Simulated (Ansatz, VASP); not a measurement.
## Two plane-wave programs on Ti3Al

Contents of INCAR:

```
SYSTEM = Ti3Al
PREC = Accurate
ENCUT = 600
EDIFF = 1E-6
ISMEAR = 0
SIGMA = 0.1
LREAL = .FALSE.
LASPH = .TRUE.
NELM = 60
ALGO = Fast
ISIF = 3
LWAVE = .FALSE.
LCHARG = .FALSE.
GGA = PE
IBRION = 2
NSW = 100
EDIFFG = -0.002
```

KPOINTS

```
regular mesh
0
G
  12 12 12
  0 0 0
```

Contents of POSCAR:

```
Ti3Al
1.0
    0.0000000000      3.2317810000      3.2317810000
    3.2317810000      0.0000000000      3.2317810000
    3.2317810000      3.2317810000      0.0000000000
Ti Al
3 1
Direct
    0.7500000000      0.7500000000      0.7500000000
    0.2500000000      0.2500000000      0.2500000000
    0.0000000000      0.0000000000      0.0000000000
    0.5000000000      0.5000000000      0.5000000000
```

Input for Ansatz:

```yaml
crystal:
  lattice:
    - [0.0, 3.231781, 3.231781]
    - [3.231781, 0.0, 3.231781]
    - [3.231781, 3.231781, 0.0]
  atoms:
    - { symbol: Ti, position: [0.75, 0.75, 0.75] }
    - { symbol: Ti, position: [0.25, 0.25, 0.25] }
    - { symbol: Ti, position: [0.0, 0.0, 0.0] }
    - { symbol: Al, position: [0.5, 0.5, 0.5] }
basis:
  ecutwfc: 420
kpoints:
  mp_grid: { grid: [12, 12, 12] }
hamiltonian:
  xc: pbe
  pseudopotentials: { kind: paw, azcp: { folder: soft_1 } }
scf:
  occupations: { method: gaussian, width: 0.1 }
output:
  forces: true
  stress: true
  eigenvalues: true
  write_density: true
  write_potential: true
  elf: true
  volumetric_format: npy
relax:
  adjacent_minimum: "off"
  f_tol: 0.002
  max_steps: 80
  cell: { stress_tol: 0.02 }
```

Alike in both runs: task relaxation of cell and atoms; functional PBE; k mesh 12 × 12 × 12; occupations gaussian, width 0.1 eV; no spin polarisation.

```csv
,VASP,Ansatz
version,VASP 6.6.1,Ansatz 0.2.0
potentials or method,"VASP PAW PBE potentials, release 64 (Ti_sv, Al), cutoff 600 eV","scalar-relativistic, plane waves, PAW"
valence electrons in the cell,39,39
```

|  | VASP | Ansatz | Ansatz less VASP |
| --- | --- | --- | --- |
| gap on the k mesh at the Fermi level, each at its own relaxed structure (eV) | none | none | - |
| relaxed volume (Å³/atom) | 16.70 | 16.72 | +0.015 |
| relaxed cell length with the largest relative difference (Å) | 4.555 | 4.556 | +0.0014 |

A gap of «none» marks a metal or a gap that the smearing closes.
